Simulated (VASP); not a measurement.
LaZn: single point with LDA

The system is LaZn.

```
La Zn
1.0
     3.67345    0.00000    0.00000
     0.00000    3.67345    0.00000
     0.00000    0.00000    3.67345
La Zn
1 1
Direct
  0.50000 0.50000 0.50000
  0.00000 0.00000 0.00000
```

```
Program             : VASP 6.6.1
Task                : single point
Functional          : LDA
Potentials or basis : VASP PAW LDA potentials, release 64 (La, Zn)
Cutoff              : 520 eV
k mesh              : 8 × 8 × 8
Occupations         : fermi-dirac, width 0.1 eV
Spin                : no spin polarisation
```

```json
{
 "Pressure": "-1.0 GPa"
}
```

Levels at points of the mesh, in eV from the Fermi level:
```csv
k point,band 8,band 9,band 10,band 11,band 12,band 13,band 14,band 15,band 16,band 17
"(0.00, 0.00, 0.00)",-7.04,-7.04,-6.16,-0.43,-0.43,1.78,1.78,1.78,1.92,1.92
"(0.50, 0.00, 0.00)",-7.03,-6.99,-3.23,-2.57,0.08,1.20,1.20,1.61,1.85,2.00
"(0.50, 0.50, 0.00)",-7.12,-6.91,-4.38,0.42,0.59,0.59,1.73,1.91,1.91,2.29
"(0.50, 0.50, 0.50)",-6.91,-6.91,-2.23,-2.23,-2.23,-1.64,1.96,1.96,1.96,2.24
```

It took 24 s on 1 thread of Intel(R) Xeon(R) Platinum 8259CL CPU @ 2.50GHz (Skylake/Cascade Lake), on a shared host, peak memory 0.17 GiB.

Caveat: spin-orbit coupling is left out, which moves the levels of the heavy elements.
